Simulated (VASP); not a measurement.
# AlNi (Pm-3m) in VASP: single point with PBE

Aim: the single point of AlNi with PBE.

Everything below comes from runs of VASP 6.6.1. Logs are shortened: lines on timing, memory, paths and dates and some standing lists are left out, and cuts for length are marked.

## (1) The cell of the first run

It takes space group Pm-3m (No. 221, cubic). The conventional cell has a = 2.893 Å, b = 2.893 Å, c = 2.893 Å, α = 90.00°, β = 90.00°, γ = 90.00°. Within 3.3 Å of Al (site symmetry m-3m) lie 8 Ni at 2.51 Å and 6 Al at 2.89 Å. Ni (site symmetry m-3m) has 8 Al at 2.51 Å and 6 Ni at 2.89 Å within 3.3 Å.

## (2) Single point, PBE

INCAR reads:

```
PREC     = Accurate       # precision mode
ENCUT    = 520            # plane-wave cutoff, eV
EDIFF    = 1E-6           # SCF threshold, eV
ISMEAR   = 0              # smearing method
SIGMA    = 0.15           # smearing width, eV
LREAL    = F              # projectors in reciprocal space
LASPH    = T              # aspherical terms in the spheres
NELM     = 80             # most SCF steps
ALGO     = Fast           # electronic algorithm
ISIF     = 2              # what is computed and relaxed
LWAVE    = F              # write WAVECAR
LCHARG   = F              # write CHGCAR
GGA      = PE             # functional
NBANDS   = 28             # bands
```

KPOINTS reads:

```
regular mesh
0
Gamma
  20 20 7
```

POSCAR reads:

```
AlNi
1.0
    0.0000000000     -2.8930835280      0.0000000000
    0.0000000000      0.0000000000     -2.8930835280
    8.6792505841      0.0000000000      0.0000000000
Al Ni
3 3
Direct
    0.0000000000      1.0000000000      0.0000000000
    0.0000000000      1.0000000000      0.3333333333
    0.0000000000      1.0000000000      0.6666666667
    0.5000000000      0.5000000000      0.1666666667
    0.5000000000      0.5000000000      0.5000000000
    0.5000000000      0.5000000000      0.8333333333
```

Potentials or basis: VASP PAW PBE potentials, release 64 (Al, Ni).

Started as:

```bash
$ cat potpaw_PBE.64/Al/POTCAR potpaw_PBE.64/Ni/POTCAR > POTCAR
$ mpirun -np 1 vasp_std > vasp.out
```

OUTCAR:

```text
PREC = Accurate
   ENCUT = 520
   EDIFF = 1E-6
   ISMEAR = 0
   LREAL = F
   LASPH = T
   NELM = 80
   ISIF = 2
   GGA = PE

 ion  position               nearest neighbor table
   1  0.000  0.000  0.000-   4 2.51   6 2.51   4 2.51   6 2.51   4 2.51   6 2.51   4 2.51   6 2.51
                             2 2.89   3 2.89
   2  0.000  0.000  0.333-   4 2.51   4 2.51   4 2.51   4 2.51   5 2.51   5 2.51   5 2.51   5 2.51
                             1 2.89   3 2.89
   3  0.000  0.000  0.667-   6 2.51   6 2.51   6 2.51   6 2.51   5 2.51   5 2.51   5 2.51   5 2.51
                             1 2.89   2 2.89
   4  0.500  0.500  0.167-   2 2.51   2 2.51   2 2.51   2 2.51   1 2.51   1 2.51   1 2.51   1 2.51
                             5 2.89   6 2.89
   5  0.500  0.500  0.500-   2 2.51   3 2.51   2 2.51   3 2.51   2 2.51   3 2.51   2 2.51   3 2.51
                             4 2.89   6 2.89
   6  0.500  0.500  0.833-   3 2.51   3 2.51   3 2.51   3 2.51   1 2.51   1 2.51   1 2.51   1 2.51
                             5 2.89   4 2.89

  LATTYP: Found a simple tetragonal cell.
 ALAT       =     2.8930835280
 C/A-ratio  =     3.0000000000

  Lattice vectors:

 A1 = (   0.0000000000,  -2.8930835280,   0.0000000000)
 A2 = (   0.0000000000,   0.0000000000,  -2.8930835280)
 A3 = (   8.6792505841,   0.0000000000,   0.0000000000)

Analysis of symmetry for initial positions (statically):
=====================================================================
 Subroutine PRICEL returns following result:

  LATTYP: Found a simple cubic cell.
 ALAT       =     2.8930835280

  Lattice vectors:

 A1 = (   0.0000000000,  -2.8930835280,   0.0000000000)
 A2 = (   0.0000000000,   0.0000000000,  -2.8930835280)
 A3 = (   2.8930835277,   0.0000000000,   0.0000000000)

   3 primitive cells build up your supercell.

 Routine SETGRP: Setting up the symmetry group for a
 simple tetragonal supercell.

 Subroutine GETGRP returns: Found 16 space group operations
 (whereof 16 operations were pure point group operations)
 out of a pool of 16 trial point group operations.

The static configuration has the point symmetry D_4h.

Analysis of symmetry for dynamics (positions and initial velocities):
=====================================================================
 Subroutine PRICEL returns following result:

  LATTYP: Found a simple cubic cell.
 ALAT       =     2.8930835280

  Lattice vectors:

 A1 = (   0.0000000000,  -2.8930835280,   0.0000000000)
 A2 = (   0.0000000000,   0.0000000000,  -2.8930835280)
 A3 = (   2.8930835277,   0.0000000000,   0.0000000000)

   3 primitive cells build up your supercell.

 Routine SETGRP: Setting up the symmetry group for a
 simple tetragonal supercell.

 Subroutine GETGRP returns: Found 16 space group operations
 (whereof 16 operations were pure point group operations)
 out of a pool of 16 trial point group operations.

The dynamic configuration has the point symmetry D_4h.

 Subroutine INISYM returns: Found 16 space group operations
 (whereof 16 operations are pure point group operations),
 and found     3 'primitive' translations

----------------------------------------------------------------------------------------

                                     Primitive cell

  volume of cell :      24.2149

  direct lattice vectors                    reciprocal lattice vectors
     0.000000000 -2.893083528  0.000000000     0.000000000 -0.345651963  0.000000000
     0.000000000  0.000000000 -2.893083528     0.000000000  0.000000000 -0.345651963
     2.893083528  0.000000000  0.000000000     0.345651963  0.000000000  0.000000000

  length of vectors
     2.893083528  2.893083528  2.893083528     0.345651963  0.345651963  0.345651963

  position of ions in fractional coordinates (direct lattice)
     0.000000000  0.000000000  0.000000000
     0.500000000  0.500000000  0.500000000

  ion indices of the primitive-cell ions
   primitive index   ion index
                 1           1
                 2           4

----------------------------------------------------------------------------------------

 KPOINTS: regular mesh

Automatic generation of k-mesh.
 Grid dimensions read from file:
 generate k-points for:   20   20    7

 Generating k-lattice:

  Cartesian coordinates                     Fractional coordinates (reciprocal lattice)
     0.000000000 -0.017282598  0.000000000     0.050000000  0.000000000  0.000000000
     0.000000000  0.000000000 -0.017282598     0.000000000  0.050000000  0.000000000
     0.016459617  0.000000000  0.000000000     0.000000000  0.000000000  0.142857143

  Length of vectors
     0.017282598  0.017282598  0.016459617

  Shift w.r.t. Gamma in fractional coordinates (k-lattice)
     0.000000000  0.000000000  0.000000000

 Subroutine IBZKPT returns following result:
 ===========================================

 Found    264 irreducible k-points:

 Following reciprocal coordinates:
            Coordinates               Weight
  0.000000  0.000000  0.000000      1.000000
  0.050000  0.000000  0.000000      4.000000
  0.100000  0.000000  0.000000      4.000000
  0.150000  0.000000  0.000000      4.000000
  0.200000  0.000000  0.000000      4.000000
  0.250000  0.000000  0.000000      4.000000
[... 16 lines left out ...]
  0.150000  0.100000  0.000000      8.000000
  0.200000  0.100000  0.000000      8.000000
 [... further k-points ...]
   k-points           NKPTS =    264   k-points in BZ     NKDIM =    264   number of bands    NBANDS=     28
   number of dos      NEDOS =    301   number of ions     NIONS =      6
   total plane-waves  NPLWV =  40320
   dimension x,y,z NGX =    24 NGY =   24 NGZ =   70
   dimension x,y,z NGXF=    48 NGYF=   48 NGZF=  140
   ions per type =               3   3
   NGX,Y,Z   is equivalent  to a cutoff of  13.79, 13.79, 13.41 a.u.
   NGXF,Y,Z  is equivalent  to a cutoff of  27.58, 27.58, 26.82 a.u.
 SYSTEM =  unknown system
   PREC   = accura    normal or accurate (medium, high low for compatibility)
   ISTART =      0    job   : 0-new  1-cont  2-samecut
   ICHARG =      2    charge: 1-file 2-atom 10-const
   ISPIN  =      1    spin polarized calculation?
   LNONCOLLINEAR =      F non collinear calculations
   LSORBIT =      F    spin-orbit coupling
   LASPH  =      T    aspherical Exc in radial PAW
   ENCUT  =  520.0 eV  38.22 Ry    6.18 a.u.   5.38  5.38 16.14*2*pi/ulx,y,z
   NELM   =     80;   NELMIN=  2; NELMDL= -5     # of ELM steps
   EDIFF  = 0.1E-05   stopping-criterion for ELM
   LREAL  =      F    real-space projection
   EDIFFG = 0.1E-04   stopping-criterion for IOM
   NSW    =      0    number of steps for IOM
   IBRION =     -1    ionic relax: 0-MD 1-quasi-New 2-CG
   NFREE  =      0    steps in history (QN), initial steepest desc. (CG)
   ISIF   =      2    stress and relaxation
   ISYM   =      2    0-nonsym 1-usesym 2-fastsym
   POTIM  = 0.5000    time-step for ionic-motion
   TEBEG  =    0.0;   TEEND  =   0.0 temperature during run
   PSTRESS=    0.0 pullay stress
   NELECT =      39.0000    total number of electrons
   NUPDOWN=      -1.0000    fix difference up-down
   EMIN   =  10.00;   EMAX   =-10.00  energy-range for DOS
   EFERMI =   0.00;   METHOD = LEGACY
   ISMEAR =     0;   SIGMA  =   0.15  broadening in eV -4-tet -1-fermi 0-gaus
   EFERMI_NEDOS =   21; number of points for ismear=-14 and -15
   IALGO  =     68    algorithm
   IMIX   =      4    mixing-type and parameters
     AMIX     =   0.40;   BMIX     =  1.00
     AMIX_MAG =   1.60;   BMIX_MAG =  1.00
  volume/ion in A,a.u.               =      12.11        81.71
  Fermi-wavevector in a.u.,A,eV,Ry     =   1.330541  2.514358 24.086934  1.770340
  Thomas-Fermi vector in A             =   2.459620
   LORBIT       =      0    0 simple, 1 ext, 2 COOP (PROOUT), +10 PAW based schemes
   GGA     = PE    functional components
   LHFCALC =     F    Hartree Fock is set to
   AEXX    =    0.0000 exact exchange contribution
   IVDW    =     0    specifies the selected vdW correction
   LEPSILON=     F    determine dielectric tensor
   LRPA    =     F    only Hartree local field effects (RPA)
 non-spin polarized calculation
 RMM-DIIS sequential band-by-band and
 Gauss-broadening in eV      SIGMA  =   0.15
  energy-cutoff  :      520.00
  volume of cell :       72.64
 maximum number of plane-waves:      1983
 NGX is ok and might be reduce to    24
   NGX = 11   NGY = 11   NGZ = 33

 number of electron      39.0000027 magnetization

 Free energy of the ion-electron system (eV)
  ---------------------------------------------------
  ext. energy  EPLUGINS =         0.00000000
  ---------------------------------------------------
  free energy    TOTEN  =       -31.63015664 eV

  energy without entropy =      -31.60238826  energy(sigma->0) =      -31.61627245

 E-fermi :   9.8597     XC(G=0): -11.9880

 val. band max:        9.8593391883   @ k =   0.3500   0.3000   0.1429
 cond. band min:       9.8641960857   @ k =   0.1500   0.0000   0.0000
 fundamental gap:      0.0048568974
 Fermi energy:         9.8596997453

 k-point     1 :       0.0000    0.0000    0.0000
  band No.  band energies     occupation
      1      -1.1854      2.00000
      2       0.7911      2.00000
      3       0.7911      2.00000
      4       5.5384      2.00000
      5       5.5384      2.00000
      6       6.6954      2.00000
[... 20 lines left out ...]
     27      17.6789      0.00000
     28      18.0628      0.00000

 k-point     2 :       0.0500    0.0000    0.0000
  band No.  band energies     occupation
      1      -1.1398      2.00000
      2       0.8336      2.00000
      3       0.8336      2.00000
      4       5.5630      2.00000
      5       5.5630      2.00000
      6       6.6927      2.00000
[... 20 lines left out ...]
     27      17.7288      0.00000
     28      17.9490      0.00000

 k-point     3 :       0.1000    0.0000    0.0000
  band No.  band energies     occupation
      1      -1.0030      2.00000
      2       0.9604      2.00000
      3       0.9604      2.00000
      4       5.6350      2.00000
      5       5.6350      2.00000
      6       6.6778      2.00000
[... 616 lines left out ...]
      3       1.3358      2.00000
      4       5.8395      2.00000
      5       5.8395      2.00000
      6       6.6779      2.00000
[... 20 lines left out ...]
     27      16.3827      0.00000
     28      18.8217      0.00000

 k-point    24 :       0.2000    0.1000    0.0000
  band No.  band energies     occupation
      1      -0.2827      2.00000
      2       1.6222      2.00000
      3       1.6222      2.00000
      4       5.9780      2.00000
      5       5.9780      2.00000
      6       6.5818      2.00000
[... 20 lines left out ...]
     27      16.6124      0.00000
     28      18.7664      0.00000

 [... further k-points ...]
[... 5 lines left out ...]
  --------------------------------------------------------------------------------------
  -------------------------------------------------------------------------------------
  Total       -0.0916463     -0.0755476     -0.0755476      0.0000000      0.0000000      0.0000000
  in kB       -2.0212565     -1.6661999     -1.6661999      0.0000000      0.0000000      0.0000000
  external PRESSURE =      -1.7845521 kB  Pullay stress =       0.0000000 kB

 VOLUME and BASIS-vectors are now :
 -----------------------------------------------------------------------------
  energy-cutoff  :      520.00
  volume of cell :       72.64
      direct lattice vectors                 reciprocal lattice vectors
     0.000000000 -2.893083528  0.000000000     0.000000000 -0.345651963  0.000000000
     0.000000000  0.000000000 -2.893083528     0.000000000  0.000000000 -0.345651963
     8.679250584  0.000000000  0.000000000     0.115217321  0.000000000  0.000000000

 POSITION                                       TOTAL-FORCE (eV/Angst)
 -----------------------------------------------------------------------------------
      0.00000      0.00000      0.00000        -0.000000      0.000000      0.000000
      2.89308      0.00000      0.00000        -0.000000      0.000000      0.000000
      5.78617      0.00000      0.00000        -0.000000      0.000000      0.000000
      1.44654     -1.44654     -1.44654         0.000000      0.000000      0.000000
      4.33963     -1.44654     -1.44654        -0.000000     -0.000000     -0.000000
      7.23271     -1.44654     -1.44654        -0.000000     -0.000000      0.000000
 -----------------------------------------------------------------------------------
    total drift:                                0.000000     -0.000000      0.000000

  FREE ENERGIE OF THE ION-ELECTRON SYSTEM (eV)
  ---------------------------------------------------
  free  energy   TOTEN  =       -31.6301566363 eV

  energy  without entropy=      -31.6023882636  energy(sigma->0) =      -31.61627245
```

Wall time 19 min (1 thread of Oxide Virtual Turin-like, shared host); peak memory 0.49 GiB.

What came out:

```
Free energy            : -31.6302 eV
Pressure               : -0.2 GPa
Band gap on the k mesh : zero (an odd number of electrons rules out a gap without spin polarisation)
```

Levels at points of the mesh, in eV from the Fermi level:
| k point | band 15 | band 16 | band 17 | band 18 | band 19 | band 20 | band 21 | band 22 | band 23 | band 24 |
| --- | --- | --- | --- | --- | --- | --- | --- | --- | --- | --- |
| (0.00, 0.00, 0.00) | -1.51 | -1.51 | -1.45 | -1.45 | -0.15 | -0.15 | 5.45 | 5.45 | 5.45 | 7.81 |
| (0.50, 0.00, 0.00) | -2.08 | -1.89 | -1.89 | -1.43 | -0.75 | -0.75 | -0.64 | 3.11 | 3.11 | 3.51 |
| (0.50, 0.50, 0.00) | -0.99 | -0.97 | -0.97 | 0.55 | 0.55 | 0.55 | 0.55 | 1.46 | 1.75 | 1.75 |
